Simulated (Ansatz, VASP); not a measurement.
# One calculation of As, two programs

INCAR

```
SYSTEM = As
  ALGO = Normal
  EDIFF = 1E-6
  ENCUT = 520
  GGA = RP
  ISIF = 2
  ISMEAR = -1
  LASPH = .True.
  LCHARG = .False.
  LREAL = .False.
  LWAVE = .False.
  NBANDS = 12
  NELM = 100
  PREC = Accurate
  SIGMA = 0.05
```

KPOINTS

```
k-points
0
Gamma
  9 9 9
  0 0 0
```

Contents of POSCAR:

```
As
1.0
    1.8807968987      1.0858785957      3.5140619945
   -1.8807968987      1.0858785957      3.5140619945
    0.0000000000     -2.1717571915      3.5140619945
As
2
Direct
    0.2260000000      0.2260000000      0.2260000000
    0.7740000000      0.7740000000      0.7740000000
```

Contents of input.yaml:

```yaml
crystal:
  lattice:
    - [1.8807968987, 1.0858785957, 3.5140619945]
    - [-1.8807968987, 1.0858785957, 3.5140619945]
    - [0.0, -2.1717571915, 3.5140619945]
  atoms:
    - { symbol: As, position: [0.226, 0.226, 0.226] }
    - { symbol: As, position: [0.774, 0.774, 0.774] }
hamiltonian:
  xc: rpbe
  pseudopotentials: { kind: paw }
kpoints:
  mp_grid: { grid: [9, 9, 9] }
  band_path:
    path:
      - [[0.0, 0.0, 0.0], [0.5, 0.0, 0.0], [0.5, 0.2303245873, -0.2303245873]]
      - [[0.7696754127, 0.5, 0.2303245873], [0.5, 0.5, 0.5], [0.0, 0.0, 0.0], [0.3651622936, 0.0, -0.3651622936]]
      - [[0.6348377064, 0.3651622936, 0.0], [0.5, 0.5, 0.0], [0.6348377064, 0.6348377064, 0.2303245873], [0.5, 0.5, 0.5]]
      - [[0.5, 0.0, 0.0], [0.7696754127, 0.3651622936, 0.3651622936]]
    npoints: 14
scf:
  occupations: { method: fermi_dirac, width: 0.05 }
  n_extra_bands: 6
output:
  forces: true
  stress: true
  eigenvalues: true
  fatbands: false
```

Alike in both runs: functional RPBE; k mesh 9 × 9 × 9; occupations fermi-dirac, width 0.05 eV; no spin polarisation.

```csv
,VASP,Ansatz
version,VASP 6.6.1,Ansatz 0.2.0
potentials or method,"VASP PAW PBE potentials, release 64 (As)",Ansatz PAW
plane-wave cutoff (eV),520,420
valence electrons in the cell,10,30
task,single point,band structure
```

```tsv
	VASP	Ansatz	Ansatz less VASP
gap on the k mesh at the Fermi level (eV)	none	none	-
pressure (GPa)	5.7	5.5	-0.26
traceless stress, the component that is largest in VASP (GPa)	-0.46	-0.36	+0.093
rms of the force components (eV/Å)	0.298	0.266	-0.0320
```

VASP's potentials were made for PBE, not for RPBE. Atom by atom the forces differ by 0.032 eV/Å (rms over components). A gap of «none» marks a metal or a gap that the smearing closes. VASP's potentials hold 10 valence electrons a cell and Ansatz's 30, so a difference there can come from the potentials and not from the codes.
